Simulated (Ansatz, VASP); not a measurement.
# Mg2C in VASP and in Ansatz

```xyz
3
Lattice="0.0000 2.7109 2.7109 2.7109 0.0000 2.7109 2.7109 2.7109 0.0000" Properties=species:S:1:pos:R:3 pbc="T T T"
C     0.0000    0.0000    0.0000
Mg    1.3555    1.3555    1.3555
Mg    4.0664    4.0664    4.0664
```

Alike in both runs: task single point; functional r2SCAN; k mesh 8 × 8 × 8; no spin polarisation.

|  | VASP | Ansatz |
| --- | --- | --- |
| version | VASP 6.6.1 | Ansatz 0.2.0 |
| potentials or method | VASP PAW PBE potentials, release 64 (C, Mg) | plane waves, PAW |
| plane-wave cutoff (eV) | 520 | 500 |
| occupations | gaussian, width 0.01 eV | fixed |
| valence electrons in the cell | 8 | 24 |

```tsv
	VASP	Ansatz	Ansatz less VASP
gap on the k mesh at the Fermi level (eV)	1.11	1.12	+0.005
pressure (GPa)	-0.4	0.0	+0.42
```

VASP's potentials were made for PBE, not for r2SCAN. VASP's potentials hold 8 valence electrons a cell and Ansatz's 24, so a difference there can come from the potentials and not from the codes.
